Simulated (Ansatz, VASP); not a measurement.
One calculation of GaSb, two programs

```
Ga Sb
1.0
     0.00000    3.04800    3.04800
     3.04800    0.00000    3.04800
     3.04800    3.04800    0.00000
Ga Sb
1 1
Direct
  0.00000 0.00000 0.00000
  0.25000 0.25000 0.25000
```

Alike in both runs: task single point; functional PBEsol; k mesh 10 × 10 × 10; occupations gaussian, width 0.01 eV; non-collinear spin, spin-orbit coupling.

|  | VASP | Ansatz |
| --- | --- | --- |
| version | VASP 6.6.1 | Ansatz 0.2.0 |
| potentials or method | VASP PAW PBE potentials, release 64 (Ga_d, Sb), cutoff 500 eV | plane waves, PAW |
| valence electrons in the cell | 18 | 28 |

|  | VASP | Ansatz | Ansatz less VASP |
| --- | --- | --- | --- |
| net moment per atom (μB) | 0.00 | 0.00 | 0.000 |

VASP's potentials were made for PBE, not for PBEsol, and Ansatz warns of the same on its side. VASP's potentials hold 18 valence electrons a cell and Ansatz's 28, so a difference there can come from the potentials and not from the codes.
